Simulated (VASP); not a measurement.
Write the native input for VASP 6.6.1 that does the following.

| Quantity | Value |
| --- | --- |
| Task | single point |
| Functional | PBEsol |
| Potentials or basis | VASP PAW PBE potentials, release 64 (Cs_sv) |
| Cutoff | 520 eV |
| k mesh | 4 × 4 × 4 |
| Occupations | gaussian, width 0.1 eV |
| Spin | no spin polarisation |
| Dipole correction | no |
| Further INCAR settings | ALGO = Normal; EDIFF = 1e-06; NBANDS = 10 |

The structure of Cs lies in POSCAR:

```
Cs
1.0
    4.7350693352      0.0000000000      0.0000000000
    0.0000000000      4.7350693352      0.0000000000
    0.0000000000      0.0000000000      4.7350693352
Cs
1
Direct
    0.0000000000      0.0000000000      0.0000000000
```

This cell differs from its parent crystal: K replaced by Cs, lengths x 1.121, strained.

The input as run:

INCAR

```
SYSTEM = Cs
PREC     = Accurate       ! precision mode
ENCUT    = 520            ! plane-wave cutoff, eV
EDIFF    = 1E-6           ! SCF threshold, eV
ISMEAR   = 0              ! smearing method
SIGMA    = 0.1            ! smearing width, eV
LREAL    = .False.        ! projectors in reciprocal space
LASPH    = .True.         ! aspherical terms in the spheres
NELM     = 80             ! most SCF steps
ALGO     = Normal         ! electronic algorithm
ISIF     = 2              ! what is computed and relaxed
LWAVE    = .False.        ! write WAVECAR
LCHARG   = .True.         ! write CHGCAR
GGA      = PS             ! functional
LELF     = .True.         ! ELF
LVHAR    = .True.       
NBANDS   = 10             ! bands
```

KPOINTS

```
Automatic mesh
0
Gamma
  4 4 4
  0 0 0
```

Potentials or basis: VASP PAW PBE potentials, release 64 (Cs_sv).

The run is started by

```sh
$ cat potpaw_PBE.64/Cs_sv/POTCAR > POTCAR
$ mpirun -np 1 vasp_std > vasp.out
```

It gave:

* Pressure: 0.1 GPa

Caveat: the cell differs from its parent crystal (K replaced by Cs, lengths x 1.121, strained); the PAW data sets were made with another functional, which shifts forces and pressure a little.

Run time: 7.4 s on 1 thread of Intel(R) Xeon(R) Platinum 8259CL CPU @ 2.50GHz (Skylake/Cascade Lake) (shared host), peak memory 0.19 GiB.
